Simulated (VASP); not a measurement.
Wanted: the native input for a VASP 6.6.1 run.

- Task: single point
- Functional: PBE
- Potentials or basis: VASP PAW PBE potentials, release 64 (Au)
- Cutoff: 520 eV
- k mesh: 6 × 6 × 6
- Occupations: fermi-dirac, width 0.1 eV
- Spin: no spin polarisation
- Dipole correction: no
- Further INCAR settings: ALGO = Normal; EDIFF = 1e-06; NBANDS = 12

The structure of Au lies in POSCAR:

```
Au
1.0
    2.7480262617      0.0000000000      0.0000000000
    0.0000000000      2.7480262617      0.0000000000
    0.0000000000      0.0000000000      2.7480262617
Au
1
Direct
    0.0000000000      0.0000000000      0.0000000000
```

These files were run (other wordings do the same):

INCAR

```
  ALGO = Normal
  EDIFF = 1E-6
  ENCUT = 520
  GGA = PE
  ISIF = 2
  ISMEAR = -1
  LASPH = True
  LCHARG = False
  LREAL = False
  LWAVE = False
  NBANDS = 12
  NELM = 60
  PREC = Accurate
  SIGMA = 0.1
```

KPOINTS

```
k-points
0
Gamma
  6 6 6
```

Potentials or basis: VASP PAW PBE potentials, release 64 (Au).

The run is started by

```sh
$ cat potpaw_PBE.64/Au/POTCAR > POTCAR
$ mpirun -np 1 vasp_std > vasp.out
```

Results of the run:

```
Pressure : -1.3 GPa
```

Caveat: the k points lie up to 0.38 Å⁻¹ apart.

Wall time 6.7 s on 1 thread of Intel(R) Xeon(R) Platinum 8259CL CPU @ 2.50GHz (Skylake/Cascade Lake), with other jobs on the host, peak memory 0.12 GiB.
